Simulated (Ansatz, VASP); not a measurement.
One calculation of Cs2Au, two programs

```
CELL_PARAMETERS angstrom
5.33161 0.00000 0.00000
-2.66580 4.61731 0.00000
0.00000 0.00000 10.65177
ATOMIC_POSITIONS crystal
Cs 0.33333 0.66667 0.27934
Cs 0.66667 0.33333 0.72066
Au 0.00000 0.00000 0.00000
```

Alike in both runs: task relaxation of cell and atoms; functional PBE; k mesh 6 × 6 × 2; occupations gaussian, width 0.1 eV; no spin polarisation.

|  | VASP | Ansatz |
| --- | --- | --- |
| version | VASP 6.6.1 | Ansatz 0.2.0 |
| potentials or method | VASP PAW PBE potentials, release 64 (Cs_sv, Au), cutoff 600 eV | scalar-relativistic, plane waves, PAW |
| valence electrons in the cell | 29 | 37 |

Ansatz gave:

| Quantity | Value |
| --- | --- |
| gap on the k mesh at the Fermi level, each at its own relaxed structure (eV) | none |
| relaxed volume (Å³/atom) | 71.34 |
| relaxed length of the cell vector where the two differ most in proportion (Å) | 8.765 |

Q: Estimate VASP's values.

A: gap on the k mesh at the Fermi level, each at its own relaxed structure (eV): none; relaxed volume (Å³/atom): 72.21; relaxed length of the cell vector where the two differ most in proportion (Å): 8.831.

A gap of «none» marks a metal or a gap that the smearing closes. VASP's potentials hold 29 valence electrons a cell and Ansatz's 37, so a difference there can come from the potentials and not from the codes.

Spin-orbit coupling is off throughout. Noted on VASP's run: the volume moved by over 15 % at a fixed basis, so the end points are rough.
